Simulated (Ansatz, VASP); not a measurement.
Tl: VASP beside Ansatz

```
Tl
1.0
     0.00000    2.59261    2.59261
     2.59261    0.00000    2.59261
     2.59261    2.59261    0.00000
Tl
1
Direct
  0.00000 0.00000 0.00000
```

Alike in both runs: task single point; functional RPBE; k mesh 12 × 12 × 12; occupations fermi-dirac, width 0.1 eV; no spin polarisation.

|  | VASP | Ansatz |
| --- | --- | --- |
| version | VASP 6.6.1 | Ansatz 0.2.0 |
| potentials or method | VASP PAW PBE potentials, release 64 (Tl_d), cutoff 520 eV | plane waves (420 eV) with PAW, scalar-relativistic |
| valence electrons in the cell | 13 | 13 |

|  | VASP | Ansatz | Ansatz less VASP |
| --- | --- | --- | --- |
| pressure (GPa) | -0.7 | -0.7 | +0.05 |

VASP's potentials were made for PBE, not for RPBE. The functional is the same, so the differences come from potentials, cutoffs and numerics.

Spin-orbit coupling is off throughout.
